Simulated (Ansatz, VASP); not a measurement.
**One calculation of AlCu, two programs**

```
Al Cu
1.0
     2.95600    0.07760    0.00000
     0.07760    2.95600    0.00000
     0.00000    0.00000    2.95600
Al Cu
1 1
Direct
  0.00000 0.00000 0.00000
  0.50000 0.50000 0.50000
```

Change from the starting cell: strain +0.0525 x Voigt [0, 0, 0, 0, 0, 1], atoms carried along.

Alike in both runs: task single point; functional PBEsol; k mesh 20 × 20 × 20; occupations gaussian, width 0.15 eV; no spin polarisation.

|  | VASP | Ansatz |
| --- | --- | --- |
| version | VASP 6.6.1 | Ansatz 0.2.0 |
| potentials or method | VASP PAW PBE potentials, release 64 (Al, Cu), cutoff 520 eV | scalar-relativistic, plane waves, PAW |
| valence electrons in the cell | 14 | 22 |

|  | VASP | Ansatz | Ansatz less VASP |
| --- | --- | --- | --- |
| gap on the k mesh at the Fermi level (eV) | none | none | - |
| pressure (GPa) | -0.2 | 0.5 | +0.71 |
| traceless stress, the component that is largest in VASP (GPa) | -2.79 | -2.80 | -0.017 |

VASP's potentials were made for PBE, not for PBEsol. A gap of «none» marks a metal or a gap that the smearing closes. The functional is the same, so the differences come from potentials, cutoffs and numerics. VASP's potentials hold 14 valence electrons a cell and Ansatz's 22, so a difference there can come from the potentials and not from the codes.
